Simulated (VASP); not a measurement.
# Cd2Fe (Fm-3m) in VASP: single point with PBE

Aim: the single point of Cd2Fe with PBE.

All numbers are computed with VASP 6.6.1; they aren't measurements. Logs are shortened: lines on timing, memory, paths and dates and some standing lists are left out, and cuts for length are marked.

## Step 1: The cell of the first run

It takes space group Fm-3m (No. 225, cubic). The conventional cell has a = 5.921 Å, b = 5.921 Å, c = 5.921 Å, α = 90.00°, β = 90.00°, γ = 90.00°. Cd (site symmetry -43m) has 4 Fe at 2.56 Å and 6 Cd at 2.96 Å within 3.4 Å. Fe (site symmetry m-3m) has 8 Cd at 2.56 Å within 3.4 Å.

## Step 2: Single point, PBE, collinear spin, ferromagnetic start

INCAR

```
SYSTEM = Cd2Fe
PREC = Accurate
ENCUT = 520
EDIFF = 1E-6
ISMEAR = 0
SIGMA = 0.1
LREAL = .FALSE.
LASPH = .TRUE.
NELM = 150
ALGO = Fast
ISIF = 2
LWAVE = .FALSE.
LCHARG = .FALSE.
ISPIN = 2
MAGMOM = 0 0 4
LORBIT = 11
LMAXMIX = 4
GGA = PE
NBANDS = 27
```

KPOINTS

```
Automatic mesh
0
G
  6 6 6
  0 0 0
```

POSCAR

```
Cd2Fe
1.0
    0.0000000000      2.9605054900      2.9605054900
    2.9605054900      0.0000000000      2.9605054900
    2.9605054900      2.9605054900      0.0000000000
Cd Fe
2 1
Direct
    0.2500000000      0.2500000000      0.2500000000
    0.7500000000      0.7500000000      0.7500000000
    0.0000000000      0.0000000000      0.0000000000
```

Potentials or basis: VASP PAW PBE potentials, release 64 (Cd, Fe).

Command:

```
cat potpaw_PBE.64/Cd/POTCAR potpaw_PBE.64/Fe/POTCAR > POTCAR
mpirun -np 1 vasp_std > vasp.out
```

OUTCAR:

```text
SYSTEM = Cd2Fe
   PREC = Accurate
   ENCUT = 520
   EDIFF = 1E-6
   ISMEAR = 0
   LREAL = .FALSE.
   LASPH = .TRUE.
   NELM = 150
   ISIF = 2
   ISPIN = 2
   LORBIT = 11
   GGA = PE

 ion  position               nearest neighbor table
   1  0.250  0.250  0.250-   3 2.56   3 2.56   3 2.56   3 2.56   2 2.96   2 2.96   2 2.96   2 2.96
                             2 2.96   2 2.96
   2  0.750  0.750  0.750-   3 2.56   3 2.56   3 2.56   3 2.56   1 2.96   1 2.96   1 2.96   1 2.96
                             1 2.96   1 2.96
   3  0.000  0.000  0.000-   2 2.56   2 2.56   1 2.56   2 2.56   1 2.56   1 2.56   2 2.56   1 2.56

  LATTYP: Found a face centered cubic cell.
 ALAT       =     5.9210109800

  Lattice vectors:

 A1 = (   0.0000000000,   2.9605054900,   2.9605054900)
 A2 = (   2.9605054900,   0.0000000000,   2.9605054900)
 A3 = (   2.9605054900,   2.9605054900,   0.0000000000)

Analysis of symmetry for initial positions (statically):
=====================================================================
 Subroutine PRICEL returns:
 Original cell was already a primitive cell.

 Routine SETGRP: Setting up the symmetry group for a
 face centered cubic supercell.

 Subroutine GETGRP returns: Found 48 space group operations
 (whereof 48 operations were pure point group operations)
 out of a pool of 48 trial point group operations.

The static configuration has the point symmetry O_h .

Analysis of symmetry for dynamics (positions and initial velocities):
=====================================================================
 Subroutine PRICEL returns:
 Original cell was already a primitive cell.

 Routine SETGRP: Setting up the symmetry group for a
 face centered cubic supercell.

 Subroutine GETGRP returns: Found 48 space group operations
 (whereof 48 operations were pure point group operations)
 out of a pool of 48 trial point group operations.

The dynamic configuration has the point symmetry O_h .

Analysis of structural, dynamic, and magnetic symmetry:
=====================================================================
 Subroutine PRICEL returns:
 Original cell was already a primitive cell.

 Routine SETGRP: Setting up the symmetry group for a
 face centered cubic supercell.

 Subroutine GETGRP returns: Found 48 space group operations
 (whereof 48 operations were pure point group operations)
 out of a pool of 48 trial point group operations.

The overall configuration has the point symmetry O_h .

 Subroutine INISYM returns: Found 48 space group operations
 (whereof 48 operations are pure point group operations),
[... 113 lines left out ...]
   LORBIT       =     11    0 simple, 1 ext, 2 COOP (PROOUT), +10 PAW based schemes
   GGA     = PE    functional components
   LHFCALC =     F    Hartree Fock is set to
   AEXX    =    0.0000 exact exchange contribution
   IVDW    =     0    specifies the selected vdW correction
   LEPSILON=     F    determine dielectric tensor
   LRPA    =     F    only Hartree local field effects (RPA)
 spin polarized calculation
 RMM-DIIS sequential band-by-band and
 Gauss-broadening in eV      SIGMA  =   0.10
  energy-cutoff  :      520.00
  volume of cell :       51.90
 maximum number of plane-waves:      1411
   NGX = 15   NGY = 15   NGZ = 15

 number of electron      32.0000001 magnetization       2.5277883

 Free energy of the ion-electron system (eV)
  ---------------------------------------------------
  ext. energy  EPLUGINS =         0.00000000
  ---------------------------------------------------
  free energy    TOTEN  =        -7.59197542 eV

  energy without entropy =       -7.58419552  energy(sigma->0) =       -7.58808547

 E-fermi :   3.6560     XC(G=0): -11.6417

 val. band max:        3.6196538245   @ k =  -0.3333   0.5000   0.1667
 cond. band min:       3.6770014027   @ k =   0.5000   0.0000   0.0000
 fundamental gap:      0.0573475781
 Fermi energy:         3.6559927996

 spin component 1

 k-point     1 :       0.0000    0.0000    0.0000
  band No.  band energies     occupation
      1      -6.1145      1.00000
      2      -6.1145      1.00000
      3      -5.7754      1.00000
      4      -5.7754      1.00000
      5      -5.7754      1.00000
      6      -5.3817      1.00000
[... 469 lines left out ...]
     26      19.5111      0.00000
     27      19.7625      0.00000
 Fermi energy:         3.6559927996

 spin component 2

 k-point     1 :       0.0000    0.0000    0.0000
  band No.  band energies     occupation
      1      -6.0966      1.00000
      2      -6.0966      1.00000
      3      -5.7530      1.00000
      4      -5.7530      1.00000
      5      -5.7530      1.00000
      6      -5.2546      1.00000
[... 469 lines left out ...]
     26      19.9233      0.00000
     27      20.0256      0.00000

------------------------ aborting loop because EDIFF is reached ----------------------------------------

  FORCE on cell =-STRESS in cart. coord.  units (eV):
  Direction    XX          YY          ZZ          XY          YZ          ZX
  --------------------------------------------------------------------------------------
  -------------------------------------------------------------------------------------
  Total        7.0581434      7.0581434      7.0581434     -0.0000000      0.0000000      0.0000000
  in kB      217.9081383    217.9081383    217.9081383     -0.0000000      0.0000000      0.0000000
  external PRESSURE =     217.9081383 kB  Pullay stress =       0.0000000 kB

 VOLUME and BASIS-vectors are now :
 -----------------------------------------------------------------------------
  energy-cutoff  :      520.00
  volume of cell :       51.90
      direct lattice vectors                 reciprocal lattice vectors
     0.000000000  2.960505490  2.960505490    -0.168890077  0.168890077  0.168890077
     2.960505490  0.000000000  2.960505490     0.168890077 -0.168890077  0.168890077
     2.960505490  2.960505490  0.000000000     0.168890077  0.168890077 -0.168890077

 POSITION                                       TOTAL-FORCE (eV/Angst)
 -----------------------------------------------------------------------------------
      1.48025      1.48025      1.48025         0.000000      0.000000      0.000000
      4.44076      4.44076      4.44076        -0.000000     -0.000000     -0.000000
      0.00000      0.00000      0.00000        -0.000000     -0.000000     -0.000000
 -----------------------------------------------------------------------------------
    total drift:                               -0.000000     -0.000000      0.000000

  FREE ENERGIE OF THE ION-ELECTRON SYSTEM (eV)
  ---------------------------------------------------
  free  energy   TOTEN  =        -7.5919754227 eV

  energy  without entropy=       -7.5841955224  energy(sigma->0) =       -7.58808547

 total charge

# of ion       s       p       d       tot
------------------------------------------
    1        0.602   0.444   9.465  10.510
    2        0.602   0.444   9.465  10.510
    3        0.461   0.399   6.330   7.190
--------------------------------------------------
tot          1.665   1.286  25.259  28.211

 magnetization (x)

# of ion       s       p       d       tot
------------------------------------------
    1       -0.017  -0.025   0.027  -0.015
    2       -0.017  -0.025   0.027  -0.015
    3        0.046   0.028   2.443   2.517
--------------------------------------------------
tot          0.012  -0.022   2.497   2.486
```

It took 42 s on 1 thread of Intel Xeon 6975P-C (Granite Rapids), shared host; peak memory 0.21 GiB.

What came out:

* Free energy: -7.5920 eV
* Pressure: 21.8 GPa
* Net moment: 2.53 μB per cell
* Site moments: Cd -0.01; Fe +2.52 μB
* Valence electrons inside the program's atomic spheres: Cd 10.51; Fe 7.19
